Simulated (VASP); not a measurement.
The system is ZnSnP2.

```
Zn Sn P
1.0
    -2.85113    2.85113    5.71686
     2.85113   -2.85113    5.71686
     2.85113    2.85113   -5.71686
Zn Sn P
2 2 4
Direct
  0.75000 0.25000 0.50000
  0.00000 0.00000 0.00000
  0.25000 0.75000 0.50000
  0.50000 0.50000 0.00000
  0.37500 0.35279 0.47779
  0.64721 0.12500 0.02221
  0.10279 0.62500 0.97779
  0.87500 0.89721 0.52221
```

* Program: VASP 6.6.1
* Task: relaxation of cell and atoms
* Functional: r2SCAN
* Potentials or basis: VASP PAW PBE potentials, release 64 (Zn, Sn_d, P)
* Cutoff: 550 eV
* k mesh: 6 × 6 × 6
* Occupations: fermi-dirac, width 0.02 eV
* Spin: no spin polarisation

At the start: pressure -2.1 GPa; volume 23.24 Å³/atom.

**Question.** How do energy, volume and symmetry change on relaxing?

**Answer.** Over 5 steps the energy falls by 4.7 meV/atom and the volume is 22.57 Å³/atom (-2.8 %); space group I-42d (No. 122, to 0.1 Å) before and after.

Step by step:
```csv
step,energy change (eV),largest force (eV/Å),pressure (GPa),volume (Å³)
1,0.0000,0.1056,-2.10,185.89
2,-0.0274,0.0503,1.23,177.81
3,-0.0375,0.0055,0.04,180.48
4,-0.0375,0.0077,-0.01,180.58
5,-0.0375,0.0046,-0.01,180.59
```

Final structure:
```yaml
crystal:
  lattice:
    - [-2.82382, 2.82382, 5.66194]
    - [2.82382, -2.82382, 5.66194]
    - [2.82382, 2.82382, -5.66194]
  atoms:
    - { symbol: Zn, position: [0.75000, 0.25000, 0.50000] }
    - { symbol: Zn, position: [0.00000, 0.00000, 0.00000] }
    - { symbol: Sn, position: [0.25000, 0.75000, 0.50000] }
    - { symbol: Sn, position: [0.50000, 0.50000, 0.00000] }
    - { symbol: P, position: [0.37500, 0.35343, 0.47843] }
    - { symbol: P, position: [0.64657, 0.12500, 0.02157] }
    - { symbol: P, position: [0.10343, 0.62500, 0.97843] }
    - { symbol: P, position: [0.87500, 0.89657, 0.52157] }
```

Caveat: the PAW data sets were made with another functional, which shifts forces and pressure a little.
